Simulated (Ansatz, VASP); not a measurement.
**One calculation of CoSi, two programs**

```
CELL_PARAMETERS angstrom
4.35025 0.00000 0.00000
0.00000 4.35025 0.00000
0.00000 0.00000 4.35025
ATOMIC_POSITIONS crystal
Co 0.14571 0.14571 0.14571
Co 0.35429 0.85429 0.64571
Co 0.64571 0.35429 0.85429
Co 0.85429 0.64571 0.35429
Si 0.84308 0.84308 0.84308
Si 0.65692 0.15692 0.34308
Si 0.34308 0.65692 0.15692
Si 0.15692 0.34308 0.65692
```

Alike in both runs: functional LDA; k mesh 10 × 10 × 10; occupations gaussian, width 0.02 eV; no spin polarisation.

Ansatz relaxed the structure, and its values are those at the end. VASP's run is a single point on that final structure, the one shown.

```csv
,VASP,Ansatz
version,VASP 6.6.1,Ansatz 0.2.0
potentials or method,"VASP PAW LDA potentials, release 64 (Co, Si)","scalar-relativistic, plane waves, PAW"
plane-wave cutoff (eV),520,420
valence electrons in the cell,52,84
```

```tsv
	VASP	Ansatz	Ansatz less VASP
gap on the k mesh at the Fermi level (eV)	none	none	-
pressure (GPa)	0.4	0.0	-0.43
rms of the force components (eV/Å)	0.004	0.000	-0.0040
```

LDA's correlation is that of Perdew and Zunger in VASP and of Perdew and Wang (1992) in Ansatz. A gap of «none» marks a metal or a gap that the smearing closes. VASP's potentials hold 52 valence electrons a cell and Ansatz's 84, so a difference there can come from the potentials and not from the codes.
